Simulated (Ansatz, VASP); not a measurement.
**CO2: VASP beside Ansatz**

```xyz
12
Lattice="5.9256 0.0000 0.0000 0.0000 5.9256 0.0000 0.0000 0.0000 5.9256" Properties=species:S:1:pos:R:3 pbc="T T T"
C     0.0000    0.0000    0.0000
C     2.9628    0.0000    2.9628
C     2.9628    2.9628    0.0000
C     0.0000    2.9628    2.9628
O     0.6606    0.6606    0.6606
O     2.3022    5.2650    3.6234
O     3.6234    2.3022    5.2650
O     5.2650    3.6234    2.3022
O     5.2650    5.2650    5.2650
O     3.6234    0.6606    2.3022
O     2.3022    3.6234    0.6606
O     0.6606    2.3022    3.6234
```

Alike in both runs: task single point; functional PBE; k mesh 4 × 4 × 4; occupations gaussian, width 0.05 eV; no spin polarisation.

|  | VASP | Ansatz |
| --- | --- | --- |
| version | VASP 6.6.1 | Ansatz 0.2.0 |
| potentials or method | VASP PAW PBE potentials, release 64 (C, O), cutoff 520 eV | scalar-relativistic, plane waves, PAW |
| valence electrons in the cell | 64 | 64 |

VASP gave:

| Quantity | Value |
| --- | --- |
| gap on the k mesh at the Fermi level (eV) | 6.84 |
| least direct gap on the mesh (eV) | 6.84 |
| pressure (GPa) | 8.3 |
| rms of the force components (eV/Å) | 1.692 |

**Question.** Which values does Ansatz return?

**Answer.** gap on the k mesh at the Fermi level (eV): 6.86; least direct gap on the mesh (eV): 6.86; pressure (GPa): 6.8; rms of the force components (eV/Å): 1.330.

Atom by atom the forces differ by 0.362 eV/Å (rms over components). With one functional, cell and mesh, what is left measures potentials, basis and numerics.

Noted on VASP's run: the standard files for N, O and F lose accuracy on very short bonds.
